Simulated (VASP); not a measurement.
# BAs in VASP: single point with PBEsol

Aim: the single point of BAs with PBEsol.

Everything below comes from runs of VASP 6.6.1. Logs are shortened: lines on timing, memory, paths and dates and some standing lists are left out, and cuts for length are marked.

## Step 1: The cell of the first run

The cell holds a slab with vacuum, 6 atoms: a = 3.230 Å, b = 3.230 Å, c = 32.207 Å, α = 90.00°, β = 90.00°, γ = 120.00°.

## Step 2: Single point, PBEsol

The input, INCAR:

```
  ALGO = Normal
  DIPOL = 0.5 0.5 0.669
  EDIFF = 1E-7
  ENCUT = 520
  GGA = PS
  IDIPOL = 3
  ISIF = 2
  ISMEAR = 0
  LASPH = True
  LCHARG = False
  LDIPOL = True
  LREAL = False
  LWAVE = False
  NBANDS = 21
  NELM = 80
  PREC = Accurate
  SIGMA = 0.05
```

The input, KPOINTS:

```
k-points
0
Gamma
  9 9 1
```

The input, POSCAR:

```
BAs
1.0
    3.2300235054      0.0000000000      0.0000000000
   -1.6150117527      2.7972824105      0.0000000000
    0.0000000000      0.0000000000     32.2070166434
As B
3 3
Direct
    0.6666666667      0.3333333333      0.5708960320
    0.0000000000      0.0000000000      0.6587682137
    0.3333333333      0.6666666667      0.7479894786
    0.0000000000      0.0000000000      0.5940091275
    0.3333333333      0.6666666667      0.6803348586
    0.6666666667      0.3333333333      0.7616049463
```

Potentials or basis: VASP PAW PBE potentials, release 64 (As, B).

Launch:

```bash
> cat potpaw_PBE.64/As/POTCAR potpaw_PBE.64/B/POTCAR > POTCAR
> mpirun -np 1 vasp_std > vasp.out
```

OUTCAR:

```text
EDIFF = 1E-7
   ENCUT = 520
   GGA = PS
   ISIF = 2
   ISMEAR = 0
   LASPH = True
   LREAL = False
   NELM = 80
   PREC = Accurate

 ion  position               nearest neighbor table
   1  0.667  0.333  0.571-   4 2.01   4 2.01   4 2.01
   2  0.000  0.000  0.659-   5 1.99   5 1.99   5 1.99   4 2.09
   3  0.333  0.667  0.748-   6 1.92   6 1.92   6 1.92   5 2.18
   4  0.000  0.000  0.594-   1 2.01   1 2.01   1 2.01   2 2.09
   5  0.333  0.667  0.680-   2 1.99   2 1.99   2 1.99   3 2.18
   6  0.667  0.333  0.762-   3 1.92   3 1.92   3 1.92

  LATTYP: Found a hexagonal cell.
 ALAT       =     3.2300235054
 C/A-ratio  =     9.9711400210

  Lattice vectors:

 A1 = (   3.2300235054,   0.0000000000,   0.0000000000)
 A2 = (  -1.6150117527,   2.7972824105,   0.0000000000)
 A3 = (   0.0000000000,   0.0000000000,  32.2070166434)

Analysis of symmetry for initial positions (statically):
=====================================================================
 Subroutine PRICEL returns:
 Original cell was already a primitive cell.

 Routine SETGRP: Setting up the symmetry group for a
 hexagonal supercell.

 Subroutine GETGRP returns: Found  6 space group operations
 (whereof  6 operations were pure point group operations)
 out of a pool of 24 trial point group operations.

The static configuration has the point symmetry C_3v.

Analysis of symmetry for dynamics (positions and initial velocities):
=====================================================================
 Subroutine PRICEL returns:
 Original cell was already a primitive cell.

 Routine SETGRP: Setting up the symmetry group for a
 hexagonal supercell.

 Subroutine GETGRP returns: Found  6 space group operations
 (whereof  6 operations were pure point group operations)
 out of a pool of 24 trial point group operations.

The dynamic configuration has the point symmetry C_3v.

 Subroutine INISYM returns: Found  6 space group operations
 (whereof  6 operations are pure point group operations),
 and found     1 'primitive' translations

----------------------------------------------------------------------------------------

                                     Primitive cell

  volume of cell :     290.9997

  direct lattice vectors                    reciprocal lattice vectors
     3.230023505  0.000000000  0.000000000     0.309595270  0.178744913  0.000000000
    -1.615011753  2.797282410  0.000000000     0.000000000  0.357489825  0.000000000
     0.000000000  0.000000000 32.207016643     0.000000000  0.000000000  0.031049135

  length of vectors
     3.230023505  3.230023505 32.207016643     0.357489825  0.357489825  0.031049135

  position of ions in fractional coordinates (direct lattice)
     0.666666667  0.333333333  0.570896032
     0.000000000  0.000000000  0.658768214
     0.333333333  0.666666667  0.747989479
     0.000000000  0.000000000  0.594009128
     0.333333333  0.666666667  0.680334859
     0.666666667  0.333333333  0.761604946

  ion indices of the primitive-cell ions
   primitive index   ion index
                 1           1
                 2           2
                 3           3
                 4           4
                 5           5
                 6           6

----------------------------------------------------------------------------------------

 KPOINTS: k-points

Automatic generation of k-mesh.
 Grid dimensions read from file:
 generate k-points for:    9    9    1

 Generating k-lattice:

  Cartesian coordinates                     Fractional coordinates (reciprocal lattice)
     0.034399474  0.019860546  0.000000000     0.111111111  0.000000000  0.000000000
     0.000000000  0.039721092  0.000000000     0.000000000  0.111111111  0.000000000
     0.000000000  0.000000000  0.031049135     0.000000000  0.000000000  1.000000000

  Length of vectors
     0.039721092  0.039721092  0.031049135

  Shift w.r.t. Gamma in fractional coordinates (k-lattice)
     0.000000000  0.000000000  0.000000000

 Subroutine IBZKPT returns following result:
 ===========================================

 Found     12 irreducible k-points:

 Following reciprocal coordinates:
            Coordinates               Weight
  0.000000  0.000000  0.000000      1.000000
  0.111111  0.000000  0.000000      6.000000
  0.222222  0.000000  0.000000      6.000000
  0.333333  0.000000  0.000000      6.000000
  0.444444  0.000000  0.000000      6.000000
  0.111111  0.111111  0.000000      6.000000
  0.222222  0.111111  0.000000     12.000000
  0.333333  0.111111  0.000000     12.000000
  0.444444  0.111111  0.000000      6.000000
  0.222222  0.222222  0.000000      6.000000
  0.333333  0.222222  0.000000     12.000000
  0.333333  0.333333  0.000000      2.000000
   k-points           NKPTS =     12   k-points in BZ     NKDIM =     12   number of bands    NBANDS=     21
   number of dos      NEDOS =    301   number of ions     NIONS =      6
   total plane-waves  NPLWV = 138240
   dimension x,y,z NGX =    24 NGY =   24 NGZ =  240
   dimension x,y,z NGXF=    48 NGYF=   48 NGZF=  480
   ions per type =               3   3
   NGX,Y,Z   is equivalent  to a cutoff of  12.35, 12.35, 12.39 a.u.
   NGXF,Y,Z  is equivalent  to a cutoff of  24.71, 24.71, 24.78 a.u.
 SYSTEM =  unknown system
   PREC   = accura    normal or accurate (medium, high low for compatibility)
   ISTART =      0    job   : 0-new  1-cont  2-samecut
   ICHARG =      2    charge: 1-file 2-atom 10-const
   ISPIN  =      1    spin polarized calculation?
   LNONCOLLINEAR =      F non collinear calculations
   LSORBIT =      F    spin-orbit coupling
   LASPH  =      T    aspherical Exc in radial PAW
   ENCUT  =  520.0 eV  38.22 Ry    6.18 a.u.   6.01  6.01 59.88*2*pi/ulx,y,z
   NELM   =     80;   NELMIN=  2; NELMDL= -5     # of ELM steps
   EDIFF  = 0.1E-06   stopping-criterion for ELM
   LREAL  =      F    real-space projection
   EDIFFG = 0.1E-05   stopping-criterion for IOM
   NSW    =      0    number of steps for IOM
   IBRION =     -1    ionic relax: 0-MD 1-quasi-New 2-CG
   NFREE  =      0    steps in history (QN), initial steepest desc. (CG)
   ISIF   =      2    stress and relaxation
   ISYM   =      2    0-nonsym 1-usesym 2-fastsym
   POTIM  = 0.5000    time-step for ionic-motion
   TEBEG  =    0.0;   TEEND  =   0.0 temperature during run
   PSTRESS=    0.0 pullay stress
   NELECT =      24.0000    total number of electrons
   NUPDOWN=      -1.0000    fix difference up-down
   EMIN   =  10.00;   EMAX   =-10.00  energy-range for DOS
   EFERMI =   0.00;   METHOD = LEGACY
   ISMEAR =     0;   SIGMA  =   0.05  broadening in eV -4-tet -1-fermi 0-gaus
   EFERMI_NEDOS =   21; number of points for ismear=-14 and -15
   IALGO  =     38    algorithm
   IMIX   =      4    mixing-type and parameters
     AMIX     =   0.40;   BMIX     =  1.00
     AMIX_MAG =   1.60;   BMIX_MAG =  1.00
  volume/ion in A,a.u.               =      48.50       327.29
  Fermi-wavevector in a.u.,A,eV,Ry     =   0.712603  1.346625  6.909083  0.507803
  Thomas-Fermi vector in A             =   1.800022
   LORBIT       =      0    0 simple, 1 ext, 2 COOP (PROOUT), +10 PAW based schemes
   GGA     = PS    functional components
   LHFCALC =     F    Hartree Fock is set to
   AEXX    =    0.0000 exact exchange contribution
   IVDW    =     0    specifies the selected vdW correction
   LEPSILON=     F    determine dielectric tensor
   LRPA    =     F    only Hartree local field effects (RPA)
 non-spin polarized calculation
 Gauss-broadening in eV      SIGMA  =   0.05
  energy-cutoff  :      520.00
  volume of cell :      291.00
 maximum number of plane-waves:      7932
   NGX = 13   NGY = 13   NGZ =119

 dipolmoment           0.000000      0.000000      0.067982 electrons x Angstroem

 number of electron      23.9999998 magnetization

 dipolmoment           0.000000      0.000000     -0.068164 electrons x Angstroem

 Free energy of the ion-electron system (eV)
  ---------------------------------------------------
  ext. energy  EPLUGINS =         0.00000000
  ---------------------------------------------------
  free energy    TOTEN  =       -33.75169666 eV

  energy without entropy =      -33.74545596  energy(sigma->0) =      -33.74857631

 E-fermi :  -2.0262     XC(G=0):  -3.3696

 val. band max:       -2.0300074242   @ k =   0.4444   0.1111   0.0000
 cond. band min:      -2.0163379717   @ k =   0.3333   0.2222   0.0000
 fundamental gap:      0.0136694525
 Fermi energy:        -2.0261992583

 k-point     1 :       0.0000    0.0000    0.0000
  band No.  band energies     occupation
      1     -17.8493      2.00000
      2     -16.7389      2.00000
      3     -15.2405      2.00000
      4      -9.8282      2.00000
      5      -7.0074      2.00000
      6      -3.7554      2.00000
[... 13 lines left out ...]
     20       2.9654      0.00000
     21       3.0674      0.00000

 k-point     2 :       0.1111    0.0000    0.0000
  band No.  band energies     occupation
      1     -17.6503      2.00000
      2     -16.5428      2.00000
      3     -15.0442      2.00000
      4      -9.6524      2.00000
      5      -6.8493      2.00000
      6      -4.9953      2.00000
[... 13 lines left out ...]
     20       3.3886      0.00000
     21       3.6621      0.00000

 k-point     3 :       0.2222    0.0000    0.0000
  band No.  band energies     occupation
      1     -17.0624      2.00000
      2     -15.9666      2.00000
      3     -14.4678      2.00000
      4      -9.1953      2.00000
      5      -7.3425      2.00000
      6      -6.4268      2.00000
[... 13 lines left out ...]
     20       4.1057      0.00000
     21       4.1724      0.00000
[... 169 lines left out ...]
 k-point    11 :       0.3333    0.2222    0.0000
  band No.  band energies     occupation
      1     -14.6220      2.00000
      2     -13.7941      2.00000
      3     -12.3196      2.00000
      4     -10.8412      2.00000
      5     -10.1380      2.00000
      6      -9.1758      2.00000
[... 13 lines left out ...]
     20       5.5878      0.00000
     21       5.9011      0.00000

 k-point    12 :       0.3333    0.3333    0.0000
  band No.  band energies     occupation
      1     -14.1571      2.00000
      2     -13.5038      2.00000
      3     -11.9981      2.00000
      4     -10.8959      2.00000
      5     -10.2148      2.00000
      6      -9.5008      2.00000
[... 13 lines left out ...]
     20       6.3100      0.00000
     21       7.0677      0.00000

------------------------ aborting loop because EDIFF is reached ----------------------------------------

 vacuum level on the upper side and lower side of the slab       (xc-potential included)        -0.681         0.662

  FORCE on cell =-STRESS in cart. coord.  units (eV):
  Direction    XX          YY          ZZ          XY          YZ          ZX
  --------------------------------------------------------------------------------------
  -------------------------------------------------------------------------------------
  Total        9.1752529      9.1752529      1.6447013      0.0000000      0.0000000      0.0000000
  in kB       50.5168347     50.5168347      9.0553478      0.0000000      0.0000000      0.0000000
  external PRESSURE =      36.6963391 kB  Pullay stress =       0.0000000 kB

 VOLUME and BASIS-vectors are now :
 -----------------------------------------------------------------------------
  energy-cutoff  :      520.00
  volume of cell :      291.00
      direct lattice vectors                 reciprocal lattice vectors
     3.230023505  0.000000000  0.000000000     0.309595270  0.178744913  0.000000000
    -1.615011753  2.797282410  0.000000000     0.000000000  0.357489825  0.000000000
     0.000000000  0.000000000 32.207016643     0.000000000  0.000000000  0.031049135

 POSITION                                       TOTAL-FORCE (eV/Angst)
 -----------------------------------------------------------------------------------
      1.61501      0.93243     18.38686        -0.000000      0.000000     -0.553748
      0.00000      0.00000     21.21696         0.000000     -0.000000      0.092891
     -0.00000      1.86485     24.09051         0.000000     -0.000000      0.005431
      0.00000      0.00000     19.13126         0.000000     -0.000000      0.296447
     -0.00000      1.86485     21.91156         0.000000     -0.000000     -0.065147
      1.61501      0.93243     24.52902        -0.000000     -0.000000      0.224126
 -----------------------------------------------------------------------------------
    total drift:                               -0.000000      0.000000     -0.000015

  FREE ENERGIE OF THE ION-ELECTRON SYSTEM (eV)
  ---------------------------------------------------
  free  energy   TOTEN  =       -33.7516966575 eV

  energy  without entropy=      -33.7454559562  energy(sigma->0) =      -33.74857631

 vacuum level on the upper side and lower side of the slab         2.328         3.696
```

Run time: 2.8 min. Hardware: 1 thread of Intel Xeon Platinum 8259CL at 2.50GHz (Skylake/Cascade Lake), shared host; peak memory 0.37 GiB.

Results:

| Property | Result |
| --- | --- |
| Free energy | -33.7517 eV |
| Largest force | 0.554 eV/Å |
| Band gap on the k mesh | zero (band 12 reaches -1.56 eV, above the bottom of band 13 at -2.03 eV) |

Forces on the atoms (eV/Å):
```
As   0.000  0.000 -0.554
As   0.000  0.000  0.093
As   0.000  0.000  0.005
B    0.000  0.000  0.296
B    0.000  0.000 -0.065
B    0.000  0.000  0.224
```

Caveat: the PAW data sets were made with another functional, which shifts forces and pressure a little.
